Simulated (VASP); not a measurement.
Write the native input for VASP 6.6.1 that does the following.

```
Task                   : single point
Functional             : PBEsol
Potentials or basis    : VASP PAW PBE potentials, release 64 (Os)
Cutoff                 : 520 eV
k mesh                 : 20 × 20 × 20
Occupations            : gaussian, width 0.15 eV
Spin                   : no spin polarisation
Dipole correction      : no
Further INCAR settings : ALGO = Normal; EDIFF = 1e-06; NBANDS = 10
```

The structure of Os lies in POSCAR:

```
Os
1.0
    0.0000000000      1.8963750000      1.9936250000
    1.8963750000      0.0000000000      1.9936250000
    1.8963750000      1.8963750000      0.0000000000
Os
1
Direct
    0.0000000000      0.0000000000      0.0000000000
```

This cell differs from its parent crystal: strain -0.025 along x and y, +0.025 along z.

The input as run:

INCAR

```
SYSTEM = Os
ALGO = Normal
EDIFF = 1E-6
ENCUT = 520
GGA = PS
ISIF = 2
ISMEAR = 0
LASPH = .True.
LCHARG = .False.
LREAL = .False.
LWAVE = .False.
NBANDS = 10
NELM = 80
PREC = Accurate
SIGMA = 0.15
```

KPOINTS

```
k-points
0
Gamma
  20 20 20
  0 0 0
```

Potentials or basis: VASP PAW PBE potentials, release 64 (Os).

The run is started by

```bash
$ cat potpaw_PBE.64/Os/POTCAR > POTCAR
$ mpirun -np 1 vasp_std > vasp.out
```

It gave:

```
Pressure               : -10.4 GPa
Band gap on the k mesh : zero (band 4 reaches 11.46 eV, above the bottom of band 5 at 7.23 eV)
```

Caveat: the cell differs from its parent crystal (strain -0.025 along x and y, +0.025 along z); the PAW data sets were made with another functional, which shifts forces and pressure a little; spin-orbit coupling is left out, which moves the levels of the heavy elements.

Run time: 59 s on 1 thread of Intel(R) Xeon(R) Platinum 8259CL CPU @ 2.50GHz (Skylake/Cascade Lake), on a shared host, peak memory 0.2 GiB.
